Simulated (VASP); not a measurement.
Runs of VASP 6.6.1 on AlN. The structure is that of space group F-43m (No. 216), or close to it. The cells are those of the table. 

```tsv
task	cell	gap on the mesh (eV)	pressure (GPa)
single point	a = 3.065 Å, angles 60.0°, 2 atoms	3.33	9.6
relaxation of cell and atoms	relaxed to 10 GPa from a = 3.089 Å, angles 60.0°, 2 atoms	3.33	10.0
single point	a = 3.114 Å, angles 60.0°, 2 atoms	(b)	-0.4
single point	a = 3.024 Å, angles 60.0°, 2 atoms	3.35	(a)
single point	a = 3.088 Å, angles 60.0°, 2 atoms	3.32	4.6
relaxation of cell and atoms	relaxed to 20 GPa from a = 3.089 Å, angles 60.0°, 2 atoms	3.35	20.0
relaxation of cell and atoms	relaxed to 5 GPa from a = 3.089 Å, angles 60.0°, 2 atoms	3.32	5.0
relaxation of cell and atoms	relaxed from a = 3.089 Å, angles 60.0°, 2 atoms	3.31	0.0
```

Alike in all rows: level PBE; potentials or basis VASP PAW PBE potentials, release 64 (Al, N); no spin polarisation; k mesh 8 × 8 × 8; cutoff (eV) 600; smearing gaussian 0.01 eV.

**Question.** Fill in the values left out.

**Answer.** (a) 19.7; (b) 3.30.

Caveats: the cell is relaxed towards a set pressure, so the enthalpy falls and the energy may rise (some runs).

A k mesh can miss the band edges.
